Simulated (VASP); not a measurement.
Input of a VASP 6.6.1 run:

The input POSCAR:

```
FeO
1.0
    0.0000000000      2.1409337923      2.1409337923
    2.1409337923      0.0000000000      2.1409337923
    2.1409337923      2.1409337923      0.0000000000
Fe O
1 1
Direct
    0.0000000000      0.0000000000      0.0000000000
    0.5000000000      0.5000000000      0.5000000000
```

File INCAR.step1:

```
PREC = Accurate
ENCUT = 520
EDIFF = 1E-5
ISMEAR = -1
SIGMA = 0.05
LREAL = F
LASPH = T
NELM = 150
ALGO = Normal
ISIF = 2
LWAVE = T
ISPIN = 2
MAGMOM = 3 0
LORBIT = 11
LMAXMIX = 4
NBANDS = 18
GGA = PE
```

The input INCAR.step2:

```
PREC = Accurate
ENCUT = 520
EDIFF = 1E-6
ISMEAR = -1
SIGMA = 0.05
LREAL = F
LASPH = T
NELM = 150
ALGO = Normal
ISIF = 2
LWAVE = F
LCHARG = T
ISPIN = 2
MAGMOM = 3 0
LORBIT = 11
LMAXMIX = 4
METAGGA = R2SCAN
LHFCALC = T
AEXX = 0.1
LMIXTAU = T
PRECFOCK = Normal
LELF = T
LVHAR = T
NBANDS = 18
ISTART = 1
```

KPOINTS

```
Automatic mesh
0
Gamma
  6 6 6
```

Potentials or basis: VASP PAW PBE potentials, release 64 (Fe, O).

Launch:

```bash
$ cat potpaw_PBE.64/Fe/POTCAR potpaw_PBE.64/O/POTCAR > POTCAR
$ cp INCAR.step1 INCAR
$ mpirun -np 1 vasp_std > vasp.out
$ cp INCAR.step2 INCAR
$ mpirun -np 1 vasp_std > vasp.out
```

Problem. Estimate the pressure.

Solution. -4.0 GPa.

Problem. What does it give for the band gap on the k mesh?

Solution. Zero (filled and empty bands overlap).

Problem. Estimate the site moments.

Solution. Fe +3.71; O +0.27 μB.

Problem. Predict the net moment.

Solution. 4.00 μB per cell.

Caveat: the k points lie up to 0.42 Å⁻¹ apart, too coarse for converged energies and pressures of a metal; the PAW data sets were made with another functional, which shifts forces and pressure a little; a cell with one magnetic atom can't hold antiferromagnetic order, which such compounds often take.
